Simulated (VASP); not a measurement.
The system is CaSe.

```
Se Ca
1.0
     0.00000    2.93616    2.93616
     2.93616    0.00000    2.93616
     2.93616    2.93616    0.00000
Se Ca
1 1
Cartesian
  2.9362 2.9362 2.9362
  0.0000 0.0000 0.0000
```

This cell differs from its parent crystal: volume scaled by 0.98.

Base run:

```yaml
Program: VASP 6.6.1
Functional: PBEsol
Potentials_or_basis: VASP PAW PBE potentials, release 64 (Se, Ca_sv)
Cutoff: 520 eV
k_mesh: 8 × 8 × 8
Occupations: fermi-dirac, width 0.05 eV
Spin: no spin polarisation
```

Its results: band gap on the k mesh 1.87 eV, indirect (least direct gap 2.84 eV); pressure 0.1 GPa.

Q: The run is repeated on the same cell with these changes: functional from PBEsol to LDA; potentials or basis from VASP PAW PBE potentials, release 64 (Se, Ca_sv) to VASP PAW LDA potentials, release 64 (Se, Ca_sv). What comes out?

A: Band gap on the k mesh 1.81 eV, indirect (least direct gap 2.77 eV); pressure -1.9 GPa.

Caveats: the PAW data sets were made with another functional, which shifts forces and pressure a little (some runs).

A k mesh can miss the band edges.
